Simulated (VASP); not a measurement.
A run of VASP 6.6.1:

File INCAR:

```
PREC     = Accurate       # precision mode
ENCUT    = 600            # plane-wave cutoff, eV
EDIFF    = 1E-6           # SCF threshold, eV
ISMEAR   = -1             # smearing method
SIGMA    = 0.05           # smearing width, eV
LREAL    = False          # projectors in reciprocal space
LASPH    = True           # aspherical terms in the spheres
NELM     = 200            # most SCF steps
ALGO     = Normal         # electronic algorithm
ISIF     = 2              # what is computed and relaxed
LWAVE    = False          # write WAVECAR
LCHARG   = False          # write CHGCAR
LMAXMIX  = 4              # l up to which the mixer works
LDAU     = True           # DFT+U
LDAUTYPE = 2            
LDAUL    = 2 -1           # shell
LDAUU    = 5 0            # U, eV
LDAUJ    = 0 0          
LDAUPRINT= 1            
GGA      = CA             # functional
NBANDS   = 60             # bands
GGA_COMPAT= False
```

The input KPOINTS:

```
Automatic mesh
0
Gamma
  6 6 3
```

Contents of POSCAR:

```
TiO2
1.0
    6.0837395459     -1.8675981568      0.0077224406
    6.0837395459      1.8675981568      0.0077224406
   -1.8984987695      0.0000000000      6.1994061400
Ti O
4 8
Direct
    0.8989257847      0.8989257847      0.2929334116
    0.1956193891      0.1956193891      0.2852546397
    0.1010742153      0.1010742153      0.7070665884
    0.8043806109      0.8043806109      0.7147453603
    0.3602677541      0.3602677541      0.2940102559
    0.2622702930      0.2622702930      0.6497003154
    0.8670840410      0.8670840410      0.9961896824
    0.7377297070      0.7377297070      0.3502996846
    0.9410145831      0.9410145831      0.6261876494
    0.1329159590      0.1329159590      0.0038103176
    0.6397322459      0.6397322459      0.7059897441
    0.0589854169      0.0589854169      0.3738123506
```

Potentials or basis: VASP PAW LDA potentials, release 64 (Ti_sv, O).

Run with:

```bash
$ cat potpaw_LDA.64/Ti_sv/POTCAR potpaw_LDA.64/O/POTCAR > POTCAR
$ mpirun -np 1 vasp_std > vasp.out
```

Hardware: 1 thread of Intel(R) Xeon(R) Platinum 8488C (Sapphire Rapids) (shared host).

How long does it take, and how much memory?

It took 9.4 min on 1 thread of Intel(R) Xeon(R) Platinum 8488C (Sapphire Rapids), with other jobs on the host, peak memory 0.45 GiB. Counts: scf iterations 18, k points 34.
